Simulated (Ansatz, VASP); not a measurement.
# RbHg: VASP beside Ansatz

The input INCAR:

```
SYSTEM = RbHg
PREC = Accurate ; ENCUT = 550
EDIFF = 1E-7 ; ISMEAR = 0
SIGMA = 0.1 ; LREAL = .False.
LASPH = .True. ; NELM = 120
ALGO = Normal ; ISIF = 3
LWAVE = .False. ; LCHARG = .False.
GGA = PE ; IBRION = 2
NSW = 90 ; EDIFFG = -0.04
GGA_COMPAT = .False. ; NELMIN = 4
```

The input KPOINTS:

```
Automatic mesh
0
Gamma
  6 6 4
  0 0 0
```

The input POSCAR:

```
RbHg
1.0
    3.4612332600      0.0000000000      0.0000000000
   -1.7306166300      2.9975159400      0.0000000000
    0.0000000000      0.0000000000      6.5081268500
Rb Hg
1 1
Direct
    0.0000000000      0.0000000000      0.5000000000
    0.0000000000      0.0000000000      0.0000000000
```

Input for Ansatz:

```yaml
crystal:
  lattice:
    - [3.46123326, 0.0, 0.0]
    - [-1.73061663, 2.99751594, 0.0]
    - [0.0, 0.0, 6.50812685]
  atoms:
    - { symbol: Rb, position: [0.0, 0.0, 0.5] }
    - { symbol: Hg, position: [0.0, 0.0, 0.0] }
basis:
  ecutwfc: 420
kpoints:
  mp_grid: { grid: [6, 6, 4] }
hamiltonian:
  xc: pbe
scf:
  occupations: { method: gaussian, width: 0.1 }
  lower_state_search: "off"
output:
  forces: true
  stress: true
  eigenvalues: true
relax:
  adjacent_minimum: "off"
  f_tol: 0.04
  max_steps: 70
  cell: { stress_tol: 0.4 }
```

Alike in both runs: task relaxation of cell and atoms; functional PBE; k mesh 6 × 6 × 4; occupations gaussian, width 0.1 eV; no spin polarisation.

```csv
,VASP,Ansatz
version,VASP 6.6.1,Ansatz 0.2.0
potentials or method,"VASP PAW PBE potentials, release 64 (Rb_sv, Hg_sv_GW), cutoff 550 eV","scalar-relativistic, plane waves, PAW"
valence electrons in the cell,29,29
```

```tsv
	VASP	Ansatz	Ansatz less VASP
gap on the k mesh at the Fermi level, each at its own relaxed structure (eV)	none	none	-
relaxed volume (Å³/atom)	56.25	65.79	+9.543
relaxed length of the cell vector where the two differ most in proportion (Å)	4.225	4.486	+0.2601
```

A gap of «none» marks a metal or a gap that the smearing closes. One of these differences is far larger than is usual between the two programs; its cause wasn't traced.

Spin-orbit coupling is off throughout. Noted on VASP's run: the volume moved by over 15 % at a fixed basis, so the end points are rough.
